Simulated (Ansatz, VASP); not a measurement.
**Two plane-wave programs on TiCo**

```
CELL_PARAMETERS angstrom
2.96290 0.00000 0.00000
0.00000 2.96290 0.00000
0.00000 0.00000 2.98862
ATOMIC_POSITIONS crystal
Co 0.00000 0.00000 0.00000
Ti 0.50000 0.50000 0.50000
```

Alike in both runs: functional PBE; k mesh 14 × 14 × 14; occupations gaussian, width 0.1 eV; no spin polarisation.

Ansatz relaxed the structure, and its values are those at the end. VASP's run is a single point on that final structure, the one shown.

```csv
,VASP,Ansatz
version,VASP 6.6.1,Ansatz 0.2.0
potentials or method,"VASP PAW PBE potentials, release 64 (Co, Ti_sv), cutoff 520 eV","scalar-relativistic, plane waves, PAW"
valence electrons in the cell,21,29
```

|  | VASP | Ansatz | Ansatz less VASP |
| --- | --- | --- | --- |
| gap on the k mesh at the Fermi level (eV) | none | none | - |
| pressure (GPa) | -0.4 | 0.0 | +0.42 |

A gap of «none» marks a metal or a gap that the smearing closes. VASP's potentials hold 21 valence electrons a cell and Ansatz's 29, so a difference there can come from the potentials and not from the codes.
